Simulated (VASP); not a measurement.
# SrCl2 (Cm) in VASP: further runs

Runs on SrCl2. Level: PBEsol. Tasks: single point.

Everything below comes from runs of VASP 6.6.1. Logs are shortened: lines on timing, memory, paths and dates and some standing lists are left out, and cuts for length are marked.

## 1. The cell of the first run

The structure is monoclinic, space group Cm (No. 8). The conventional cell has a = 6.971 Å, b = 6.971 Å, c = 4.929 Å, α = 90.00°, β = 135.00°, γ = 90.00°. Sr (site symmetry m) has 8 Cl at 2.75 to 3.32 Å within 3.6 Å. Within 3.6 Å of Cl (site symmetry 1) lie 4 Sr at 2.75 to 3.32 Å and 6 Cl at 3.49 Å.

## 2. Single point, PBEsol (atoms displaced along a vibrational mode)

Input file INCAR:

```
PREC = Accurate ; ENCUT = 520
EDIFF = 1E-6 ; ISMEAR = 0
SIGMA = 0.05 ; LREAL = F
LASPH = T ; NELM = 80
ALGO = Normal ; ISIF = 2
LWAVE = F ; LCHARG = F
GGA = PS ; NBANDS = 19
```

Input file KPOINTS:

```
Automatic mesh
0
Gamma
  6 6 6
```

Input file POSCAR:

```
SrCl2
1.0
    0.0000000000      3.4855000000      3.4855000000
    3.4855000000      0.0000000000      3.4855000000
    3.4855000000      3.4855000000      0.0000000000
Sr Cl
1 2
Direct
    0.0186248886     -0.0318959827      0.0318959827
    0.2269828950      0.2894178562      0.2105821438
    0.7269828950      0.7894178562      0.7105821438
```

Potentials or basis: VASP PAW PBE potentials, release 64 (Sr_sv, Cl).

Started as:

```bash
> cat potpaw_PBE.64/Sr_sv/POTCAR potpaw_PBE.64/Cl/POTCAR > POTCAR
> mpirun -np 1 vasp_std > vasp.out
```

OUTCAR:

```text
PREC = Accurate
   ENCUT = 520
   EDIFF = 1E-6
   ISMEAR = 0
   LREAL = F
   LASPH = T
   NELM = 80
   ISIF = 2
   GGA = PS

 ion  position               nearest neighbor table
   1  0.019  0.968  0.032-   3 2.75   2 2.75   2 2.87   3 2.87   2 3.21   3 3.21   2 3.32   3 3.32

   2  0.227  0.289  0.211-   1 2.75   1 2.87   1 3.21   1 3.32
   3  0.727  0.789  0.711-   1 2.75   1 2.87   1 3.21   1 3.32

  LATTYP: Found a face centered cubic cell.
 ALAT       =     6.9710000000

  Lattice vectors:

 A1 = (   0.0000000000,   3.4855000000,   3.4855000000)
 A2 = (   3.4855000000,   0.0000000000,   3.4855000000)
 A3 = (   3.4855000000,   3.4855000000,   0.0000000000)

Analysis of symmetry for initial positions (statically):
=====================================================================
 Subroutine PRICEL returns:
 Original cell was already a primitive cell.

 Routine SETGRP: Setting up the symmetry group for a
 face centered cubic supercell.

 Subroutine GETGRP returns: Found  2 space group operations
 (whereof  2 operations were pure point group operations)
 out of a pool of 48 trial point group operations.

The static configuration has the point symmetry C_1h.

Analysis of symmetry for dynamics (positions and initial velocities):
=====================================================================
 Subroutine PRICEL returns:
 Original cell was already a primitive cell.

 Routine SETGRP: Setting up the symmetry group for a
 face centered cubic supercell.

 Subroutine GETGRP returns: Found  2 space group operations
 (whereof  2 operations were pure point group operations)
 out of a pool of 48 trial point group operations.

The dynamic configuration has the point symmetry C_1h.

 Subroutine INISYM returns: Found  2 space group operations
 (whereof  2 operations are pure point group operations),
 and found     1 'primitive' translations

----------------------------------------------------------------------------------------

                                     Primitive cell

  volume of cell :      84.6887

  direct lattice vectors                    reciprocal lattice vectors
     0.000000000  3.485500000  3.485500000    -0.143451442  0.143451442  0.143451442
     3.485500000  0.000000000  3.485500000     0.143451442 -0.143451442  0.143451442
     3.485500000  3.485500000  0.000000000     0.143451442  0.143451442 -0.143451442

  length of vectors
[... 83 lines left out ...]
   NELM   =     80;   NELMIN=  2; NELMDL= -5     # of ELM steps
   EDIFF  = 0.1E-05   stopping-criterion for ELM
   LREAL  =      F    real-space projection
   EDIFFG = 0.1E-04   stopping-criterion for IOM
   NSW    =      0    number of steps for IOM
   IBRION =     -1    ionic relax: 0-MD 1-quasi-New 2-CG
   NFREE  =      0    steps in history (QN), initial steepest desc. (CG)
   ISIF   =      2    stress and relaxation
   ISYM   =      2    0-nonsym 1-usesym 2-fastsym
   POTIM  = 0.5000    time-step for ionic-motion
   TEBEG  =    0.0;   TEEND  =   0.0 temperature during run
   PSTRESS=    0.0 pullay stress
   NELECT =      24.0000    total number of electrons
   NUPDOWN=      -1.0000    fix difference up-down
   EMIN   =  10.00;   EMAX   =-10.00  energy-range for DOS
   EFERMI =   0.00;   METHOD = LEGACY
   ISMEAR =     0;   SIGMA  =   0.05  broadening in eV -4-tet -1-fermi 0-gaus
   EFERMI_NEDOS =   21; number of points for ismear=-14 and -15
   IALGO  =     38    algorithm
   IMIX   =      4    mixing-type and parameters
     AMIX     =   0.40;   BMIX     =  1.00
     AMIX_MAG =   1.60;   BMIX_MAG =  1.00
  volume/ion in A,a.u.               =      28.23       190.50
  Fermi-wavevector in a.u.,A,eV,Ry     =   1.075318  2.032056 15.732530  1.156308
  Thomas-Fermi vector in A             =   2.211171
   LORBIT       =      0    0 simple, 1 ext, 2 COOP (PROOUT), +10 PAW based schemes
   GGA     = PS    functional components
   LHFCALC =     F    Hartree Fock is set to
   AEXX    =    0.0000 exact exchange contribution
   IVDW    =     0    specifies the selected vdW correction
   LEPSILON=     F    determine dielectric tensor
   LRPA    =     F    only Hartree local field effects (RPA)
 non-spin polarized calculation
 Gauss-broadening in eV      SIGMA  =   0.05
  energy-cutoff  :      520.00
  volume of cell :       84.69
 maximum number of plane-waves:      2301
 NGX is ok and might be reduce to    40
   NGX = 19   NGY = 19   NGZ = 19

 number of electron      24.0000002 magnetization

 Free energy of the ion-electron system (eV)
  ---------------------------------------------------
  ext. energy  EPLUGINS =         0.00000000
  ---------------------------------------------------
  free energy    TOTEN  =       -13.11604963 eV

  energy without entropy =      -13.11604963  energy(sigma->0) =      -13.11604963

 E-fermi :   0.3632     XC(G=0):  -8.4748

 val. band max:        0.1567426061   @ k =   0.0000   0.5000   0.5000
 cond. band min:       5.1899548020   @ k =   0.0000   0.0000   0.0000
 fundamental gap:      5.0332121959
 Fermi energy:         0.3632067739

 k-point     1 :       0.0000    0.0000    0.0000
  band No.  band energies     occupation
      1     -32.5922      2.00000
      2     -14.7364      2.00000
      3     -14.6619      2.00000
      4     -14.6457      2.00000
      5     -13.1572      2.00000
      6     -12.4118      2.00000
[... 505 lines left out ...]
      6     -12.4193      2.00000
[... 11 lines left out ...]
     18       8.6861      0.00000
     19       9.4630      0.00000

 [... further k-points ...]

------------------------ aborting loop because EDIFF is reached ----------------------------------------

  FORCE on cell =-STRESS in cart. coord.  units (eV):
  Direction    XX          YY          ZZ          XY          YZ          ZX
  --------------------------------------------------------------------------------------
  -------------------------------------------------------------------------------------
  Total        0.8335853      0.2283253      0.7633121      0.0000000     -0.5008223      0.0000000
  in kB       15.7701343      4.3195584     14.4406739      0.0000000     -9.4747762      0.0000000
  external PRESSURE =      11.5101222 kB  Pullay stress =       0.0000000 kB

 VOLUME and BASIS-vectors are now :
 -----------------------------------------------------------------------------
  energy-cutoff  :      520.00
  volume of cell :       84.69
      direct lattice vectors                 reciprocal lattice vectors
     0.000000000  3.485500000  3.485500000    -0.143451442  0.143451442  0.143451442
     3.485500000  0.000000000  3.485500000     0.143451442 -0.143451442  0.143451442
     3.485500000  3.485500000  0.000000000     0.143451442  0.143451442 -0.143451442

 POSITION                                       TOTAL-FORCE (eV/Angst)
 -----------------------------------------------------------------------------------
      3.48550      0.17609      3.43924         0.000000     -1.076863      0.424018
      1.74275      1.52513      1.79991        -0.225608      0.538432     -0.212009
      5.22825      5.01063      5.28541         0.225608      0.538432     -0.212009
 -----------------------------------------------------------------------------------
    total drift:                                0.000000      0.000090     -0.000267

  FREE ENERGIE OF THE ION-ELECTRON SYSTEM (eV)
  ---------------------------------------------------
  free  energy   TOTEN  =       -13.1160496339 eV

  energy  without entropy=      -13.1160496339  energy(sigma->0) =      -13.11604963
```

stdout:

```text
POSCAR found type information on POSCAR SrCl
 POSCAR found :  2 types and       3 ions
 scaLAPACK will be used
 -----------------------------------------------------------------------------
|                                                                             |
|                                                                             |
|     You enforced a specific xc type in the INCAR file but a different       |
|     I HOPE YOU KNOW WHAT YOU ARE DOING!                                     |
|                                                                             |
 -----------------------------------------------------------------------------

 LDA part: xc-table for (Slater+PW92), standard interpolation
 POSCAR, INCAR and KPOINTS ok, starting setup
 FFT: planning ... GRIDC
 FFT: planning ... GRID_SOFT
 FFT: planning ... GRID
 WAVECAR not read
 entering main loop
```

Run time: 2.3 min. Hardware: 1 thread of Oxide Virtual Turin-like, shared host; peak memory 0.26 GiB.

Results:

- Free energy: -13.1160 eV
- Pressure: 1.2 GPa
- Largest force: 1.157 eV/Å
- Band gap on the k mesh: 5.03 eV (least direct gap 5.34 eV)

Forces in eV/Å, atoms in the order of the input:
```
Sr   0.000 -1.077  0.424
Cl  -0.226  0.538 -0.212
Cl   0.226  0.538 -0.212
```

Stress tensor (GPa, compression positive):
```
 1.58  0.00  0.00
 0.00  0.43 -0.95
 0.00 -0.95  1.44
```

Caveat: the cell differs from its parent crystal (atoms displaced along a vibrational mode); the PAW data sets were made with another functional, which shifts forces and pressure a little. A k mesh can miss the band edges.

(Continued in part 2 of 2.)
